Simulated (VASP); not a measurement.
# KF (F-43m) in VASP: further runs, part 2 of 2

VASP 6.6.1. Earlier steps stand in the parts before.

## 5. Single point, PBE (27.12 Å³/atom)

This run uses another cell than the first one, of 27.12 Å³/atom.

Input file INCAR:

```
SYSTEM = KF
PREC     = Accurate       ! precision mode
ENCUT    = 520            ! plane-wave cutoff, eV
EDIFF    = 1E-7           ! SCF threshold, eV
ISMEAR   = 0              ! smearing method
SIGMA    = 0.01           ! smearing width, eV
LREAL    = .False.        ! projectors in reciprocal space
LASPH    = .True.         ! aspherical terms in the spheres
NELM     = 80             ! most SCF steps
ALGO     = Normal         ! electronic algorithm
ISIF     = 2              ! what is computed and relaxed
LWAVE    = .False.        ! write WAVECAR
LCHARG   = .False.        ! write CHGCAR
GGA      = PE             ! functional
NBANDS   = 15             ! bands
```

Input file KPOINTS:

```
Automatic mesh
0
Gamma
  6 6 6
  0 0 0
```

Input file POSCAR:

```
KF
1.0
    0.0000000000      3.0042800173      3.0042800173
    3.0042800173      0.0000000000      3.0042800173
    3.0042800173      3.0042800173      0.0000000000
K F
1 1
Direct
    0.0000000000      0.0000000000      0.0000000000
    0.2500000000      0.2500000000      0.2500000000
```

Potentials or basis: VASP PAW PBE potentials, release 64 (K_sv, F).

The run is started by

```sh
$ cat potpaw_PBE.64/K_sv/POTCAR potpaw_PBE.64/F/POTCAR > POTCAR
$ mpirun -np 1 vasp_std > vasp.out
```

OUTCAR:

```text
SYSTEM = KF
   PREC = Accurate
   ENCUT = 520
   EDIFF = 1E-7
   ISMEAR = 0
   LREAL = .False.
   LASPH = .True.
   NELM = 80
   ISIF = 2
   GGA = PE

 ion  position               nearest neighbor table
   1  0.000  0.000  0.000-   2 2.60   2 2.60   2 2.60   2 2.60
   2  0.250  0.250  0.250-   1 2.60   1 2.60   1 2.60   1 2.60

  LATTYP: Found a face centered cubic cell.
 ALAT       =     6.0085600346

  Lattice vectors:

 A1 = (   0.0000000000,   3.0042800173,   3.0042800173)
 A2 = (   3.0042800173,   0.0000000000,   3.0042800173)
 A3 = (   3.0042800173,   3.0042800173,   0.0000000000)

Analysis of symmetry for initial positions (statically):
=====================================================================
 Subroutine PRICEL returns:
 Original cell was already a primitive cell.

 Routine SETGRP: Setting up the symmetry group for a
 face centered cubic supercell.

 Subroutine GETGRP returns: Found 24 space group operations
 (whereof 24 operations were pure point group operations)
 out of a pool of 48 trial point group operations.

The static configuration has the point symmetry T_d .

Analysis of symmetry for dynamics (positions and initial velocities):
=====================================================================
 Subroutine PRICEL returns:
 Original cell was already a primitive cell.

 Routine SETGRP: Setting up the symmetry group for a
 face centered cubic supercell.

 Subroutine GETGRP returns: Found 24 space group operations
 (whereof 24 operations were pure point group operations)
 out of a pool of 48 trial point group operations.

The dynamic configuration has the point symmetry T_d .

 Subroutine INISYM returns: Found 24 space group operations
 (whereof 24 operations are pure point group operations),
 and found     1 'primitive' translations

----------------------------------------------------------------------------------------

                                     Primitive cell

  volume of cell :      54.2315

  direct lattice vectors                    reciprocal lattice vectors
     0.000000000  3.004280017  3.004280017    -0.166429227  0.166429227  0.166429227
     3.004280017  0.000000000  3.004280017     0.166429227 -0.166429227  0.166429227
     3.004280017  3.004280017  0.000000000     0.166429227  0.166429227 -0.166429227

  length of vectors
     4.248693546  4.248693546  4.248693546     0.288263876  0.288263876  0.288263876

  position of ions in fractional coordinates (direct lattice)
     0.000000000  0.000000000  0.000000000
     0.250000000  0.250000000  0.250000000

  ion indices of the primitive-cell ions
   primitive index   ion index
                 1           1
                 2           2

----------------------------------------------------------------------------------------

 KPOINTS: Automatic mesh

Automatic generation of k-mesh.
 Grid dimensions read from file:
 generate k-points for:    6    6    6

 Generating k-lattice:

  Cartesian coordinates                     Fractional coordinates (reciprocal lattice)
    -0.027738204  0.027738204  0.027738204     0.166666667  0.000000000  0.000000000
     0.027738204 -0.027738204  0.027738204     0.000000000  0.166666667  0.000000000
     0.027738204  0.027738204 -0.027738204     0.000000000  0.000000000  0.166666667
[... 31 lines left out ...]
   number of dos      NEDOS =    301   number of ions     NIONS =      2
   total plane-waves  NPLWV =  32768
   dimension x,y,z NGX =    32 NGY =   32 NGZ =   32
   dimension x,y,z NGXF=    64 NGYF=   64 NGZF=   64
   ions per type =               1   1
   NGX,Y,Z   is equivalent  to a cutoff of  12.52, 12.52, 12.52 a.u.
   NGXF,Y,Z  is equivalent  to a cutoff of  25.04, 25.04, 25.04 a.u.
 SYSTEM =  KF
   PREC   = accura    normal or accurate (medium, high low for compatibility)
   ISTART =      0    job   : 0-new  1-cont  2-samecut
   ICHARG =      2    charge: 1-file 2-atom 10-const
   ISPIN  =      1    spin polarized calculation?
   LNONCOLLINEAR =      F non collinear calculations
   LSORBIT =      F    spin-orbit coupling
   LASPH  =      T    aspherical Exc in radial PAW
   ENCUT  =  520.0 eV  38.22 Ry    6.18 a.u.   7.90  7.90  7.90*2*pi/ulx,y,z
   NELM   =     80;   NELMIN=  2; NELMDL= -5     # of ELM steps
   EDIFF  = 0.1E-06   stopping-criterion for ELM
   LREAL  =      F    real-space projection
   EDIFFG = 0.1E-05   stopping-criterion for IOM
   NSW    =      0    number of steps for IOM
   IBRION =     -1    ionic relax: 0-MD 1-quasi-New 2-CG
   NFREE  =      0    steps in history (QN), initial steepest desc. (CG)
   ISIF   =      2    stress and relaxation
   ISYM   =      2    0-nonsym 1-usesym 2-fastsym
   POTIM  = 0.5000    time-step for ionic-motion
   TEBEG  =    0.0;   TEEND  =   0.0 temperature during run
   PSTRESS=    0.0 pullay stress
   NELECT =      16.0000    total number of electrons
   NUPDOWN=      -1.0000    fix difference up-down
   EMIN   =  10.00;   EMAX   =-10.00  energy-range for DOS
   EFERMI =   0.00;   METHOD = LEGACY
   ISMEAR =     0;   SIGMA  =   0.01  broadening in eV -4-tet -1-fermi 0-gaus
   EFERMI_NEDOS =   21; number of points for ismear=-14 and -15
   IALGO  =     38    algorithm
   IMIX   =      4    mixing-type and parameters
     AMIX     =   0.40;   BMIX     =  1.00
     AMIX_MAG =   1.60;   BMIX_MAG =  1.00
  volume/ion in A,a.u.               =      27.12       182.99
  Fermi-wavevector in a.u.,A,eV,Ry     =   1.089844  2.059507 16.160461  1.187760
  Thomas-Fermi vector in A             =   2.226056
   LORBIT       =      0    0 simple, 1 ext, 2 COOP (PROOUT), +10 PAW based schemes
   GGA     = PE    functional components
   LHFCALC =     F    Hartree Fock is set to
   AEXX    =    0.0000 exact exchange contribution
   IVDW    =     0    specifies the selected vdW correction
   LEPSILON=     F    determine dielectric tensor
   LRPA    =     F    only Hartree local field effects (RPA)
 non-spin polarized calculation
 Gauss-broadening in eV      SIGMA  =   0.01
  energy-cutoff  :      520.00
  volume of cell :       54.23
 maximum number of plane-waves:      1476
   NGX = 15   NGY = 15   NGZ = 15

 number of electron      16.0000016 magnetization

 Free energy of the ion-electron system (eV)
  ---------------------------------------------------
  ext. energy  EPLUGINS =         0.00000000
  ---------------------------------------------------
  free energy    TOTEN  =        -8.12807982 eV

  energy without entropy =       -8.12807982  energy(sigma->0) =       -8.12807982

 E-fermi :  -3.6320     XC(G=0):  -6.7589

 val. band max:       -3.7732588935   @ k =  -0.3333   0.5000   0.1667
 cond. band min:       1.1991125311   @ k =   0.0000   0.0000   0.0000
 fundamental gap:      4.9723714246
 Fermi energy:        -3.6319647036

 k-point     1 :       0.0000    0.0000    0.0000
  band No.  band energies     occupation
      1     -30.1736      2.00000
      2     -22.2603      2.00000
      3     -13.5943      2.00000
      4     -13.5943      2.00000
      5     -13.5943      2.00000
      6      -3.9327      2.00000
      7      -3.9327      2.00000
      8      -3.9327      2.00000
      9       1.1991      0.00000
     10       7.7120      0.00000
     11       7.7120      0.00000
     12       7.7849      0.00000
     13       7.7849      0.00000
     14       7.7849      0.00000
[... 257 lines left out ...]
      2     -22.3359      2.00000
      3     -13.7342      2.00000
      4     -13.6928      2.00000
      5     -13.5743      2.00000
      6      -4.0639      2.00000
      7      -3.8607      2.00000
      8      -3.7733      2.00000
      9       4.3120      0.00000
     10       4.6256      0.00000
     11       7.5970      0.00000
     12       7.8709      0.00000
     13       8.9621      0.00000
     14       9.2744      0.00000
     15       9.4593      0.00000

------------------------ aborting loop because EDIFF is reached ----------------------------------------

  FORCE on cell =-STRESS in cart. coord.  units (eV):
  Direction    XX          YY          ZZ          XY          YZ          ZX
  --------------------------------------------------------------------------------------
  -------------------------------------------------------------------------------------
  Total       -0.1839060     -0.1839060     -0.1839060      0.0000000      0.0000000     -0.0000000
  in kB       -5.4331940     -5.4331940     -5.4331940      0.0000000      0.0000000     -0.0000000
  external PRESSURE =      -5.4331940 kB  Pullay stress =       0.0000000 kB

 VOLUME and BASIS-vectors are now :
 -----------------------------------------------------------------------------
  energy-cutoff  :      520.00
  volume of cell :       54.23
      direct lattice vectors                 reciprocal lattice vectors
     0.000000000  3.004280017  3.004280017    -0.166429227  0.166429227  0.166429227
     3.004280017  0.000000000  3.004280017     0.166429227 -0.166429227  0.166429227
     3.004280017  3.004280017  0.000000000     0.166429227  0.166429227 -0.166429227

 POSITION                                       TOTAL-FORCE (eV/Angst)
 -----------------------------------------------------------------------------------
      0.00000      0.00000      0.00000         0.000000      0.000000      0.000000
      1.50214      1.50214      1.50214        -0.000000     -0.000000     -0.000000
 -----------------------------------------------------------------------------------
    total drift:                               -0.000000     -0.000000     -0.000000

  FREE ENERGIE OF THE ION-ELECTRON SYSTEM (eV)
  ---------------------------------------------------
  free  energy   TOTEN  =        -8.1280798227 eV

  energy  without entropy=       -8.1280798227  energy(sigma->0) =       -8.12807982
```

It took 22 s on 1 thread of Intel Xeon 8259CL, shared host; peak memory 0.18 GiB.

Results:

```yaml
Free_energy: -8.1281 eV
Pressure: -0.5 GPa
Band_gap_on_the_k_mesh: 4.97 eV (least direct gap 5.13 eV)
```

A k mesh can miss the band edges.

## 6. Summary

```csv
cell,gap on the mesh (eV),pressure (GPa)
"a = 4.121 Å, angles 60.0°, 2 atoms",5.22,1.5
"a = 4.165 Å, angles 60.0°, 2 atoms",5.13,0.7
"a = 4.207 Å, angles 60.0°, 2 atoms",5.05,0.0
"a = 4.249 Å, angles 60.0°, 2 atoms",4.97,-0.5
```

Alike in all rows: task single point; level PBE; potentials or basis VASP PAW PBE potentials, release 64 (K_sv, F); no spin polarisation; k mesh 6 × 6 × 6; cutoff (eV) 520; smearing gaussian 0.01 eV.

Absolute energies hang on the potentials; compare differences alone.
